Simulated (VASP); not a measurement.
PbSe (Clausthalite):

```
Pb Se
1.0
     0.00000    3.01928    3.01928
     3.01928    0.00000    3.01928
     3.01928    3.01928    0.00000
Pb Se
1 1
Direct
  0.00000 0.00000 0.00000
  0.50000 0.50000 0.50000
```

Program: VASP 6.6.1. Alike in all runs: task single point; no spin polarisation; cell as given; k mesh 8 × 8 × 8; cutoff (eV) 520; smearing fermi-dirac 0.05 eV.

Problem. Order these runs on this cell by their pressure, lowest first.
A. level PBE exchange alone; potentials or basis VASP PAW PBE potentials, release 64 (Pb_d, Se)
B. level revPBE+D4; potentials or basis VASP PAW PBE potentials, release 64 (Pb_d, Se)
C. level PBE; potentials or basis VASP PAW PBE potentials, release 64 (Pb_d, Se)
D. level RPBE+D3(BJ); potentials or basis VASP PAW PBE potentials, release 64 (Pb_d, Se)
E. level LDA; potentials or basis VASP PAW LDA potentials, release 64 (Pb_d, Se)

Solution. D (-8.9 GPa), E (0.1 GPa), B (2.6 GPa), C (4.9 GPa), A (14.7 GPa).

Caveats: the PAW data sets were made with another functional, which shifts forces and pressure a little (some runs).
